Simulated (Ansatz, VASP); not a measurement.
**Al2O3 in VASP and in Ansatz**

The input INCAR:

```
PREC     = Accurate       # precision mode
ENCUT    = 520            # plane-wave cutoff, eV
EDIFF    = 1E-6           # SCF threshold, eV
ISMEAR   = 0              # smearing method
SIGMA    = 0.05           # smearing width, eV
LREAL    = F              # projectors in reciprocal space
LASPH    = T              # aspherical terms in the spheres
NELM     = 60             # most SCF steps
ALGO     = Normal         # electronic algorithm
ISIF     = 2              # what is computed and relaxed
LWAVE    = F              # write WAVECAR
LCHARG   = F              # write CHGCAR
GGA      = PS             # functional
NBANDS   = 35             # bands
```

KPOINTS

```
regular mesh
0
Gamma
  6 6 6
```

Contents of POSCAR:

```
Al2O3
1.0
    2.3866493474      1.3779326432      4.3377178304
   -2.3866493474      1.3779326432      4.3377178304
    0.0000000000     -2.7558652864      4.3377178304
Al O
4 6
Direct
    0.8481927811      0.8481927811      0.8481927811
    0.6518072189      0.6518072189      0.6518072189
    0.1518072189      0.1518072189      0.1518072189
    0.3481927811      0.3481927811      0.3481927811
    0.0558571577      0.4441428423      0.7500000000
    0.7500000000      0.0558571577      0.4441428423
    0.4441428423      0.7500000000      0.0558571577
    0.9441428423      0.5558571577      0.2500000000
    0.2500000000      0.9441428423      0.5558571577
    0.5558571577      0.2500000000      0.9441428423
```

Input for Ansatz:

```yaml
crystal:
  lattice:
    - [2.3866493474, 1.3779326432, 4.3377178304]
    - [-2.3866493474, 1.3779326432, 4.3377178304]
    - [0.0, -2.7558652864, 4.3377178304]
  atoms:
    - { symbol: Al, position: [0.8481927811, 0.8481927811, 0.8481927811] }
    - { symbol: Al, position: [0.6518072189, 0.6518072189, 0.6518072189] }
    - { symbol: Al, position: [0.1518072189, 0.1518072189, 0.1518072189] }
    - { symbol: Al, position: [0.3481927811, 0.3481927811, 0.3481927811] }
    - { symbol: O, position: [0.0558571577, 0.4441428423, 0.75] }
    - { symbol: O, position: [0.75, 0.0558571577, 0.4441428423] }
    - { symbol: O, position: [0.4441428423, 0.75, 0.0558571577] }
    - { symbol: O, position: [0.9441428423, 0.5558571577, 0.25] }
    - { symbol: O, position: [0.25, 0.9441428423, 0.5558571577] }
    - { symbol: O, position: [0.5558571577, 0.25, 0.9441428423] }
basis:
  ecutwfc: 520.0
kpoints:
  mp_grid: { grid: [6, 6, 6] }
hamiltonian:
  xc: pbesol
  pseudopotentials: { kind: paw, azcp: { folder: soft_1 } }
scf:
  occupations: { method: gaussian, width: 0.05 }
output:
  forces: true
  stress: true
  eigenvalues: true
```

Alike in both runs: task single point; functional PBEsol; k mesh 6 × 6 × 6; occupations gaussian, width 0.05 eV; no spin polarisation.

|  | VASP | Ansatz |
| --- | --- | --- |
| version | VASP 6.6.1 | Ansatz 0.2.0 |
| potentials or method | VASP PAW PBE potentials, release 64 (Al, O), cutoff 520 eV | scalar-relativistic, plane waves, PAW |
| valence electrons in the cell | 48 | 48 |

|  | VASP | Ansatz | Ansatz less VASP |
| --- | --- | --- | --- |
| gap on the k mesh at the Fermi level (eV) | 6.14 | 6.13 | -0.006 |
| least direct gap on the mesh (eV) | 6.14 | 6.13 | -0.006 |
| pressure (GPa) | 0.5 | 0.3 | -0.16 |
| traceless stress, the component that is largest in VASP (GPa) | 2.85 | 2.83 | -0.017 |
| rms of the force components (eV/Å) | 0.351 | 0.344 | -0.0069 |

VASP's potentials were made for PBE, not for PBEsol, and Ansatz warns of the same on its side. Atom by atom the forces differ by 0.007 eV/Å (rms over components).
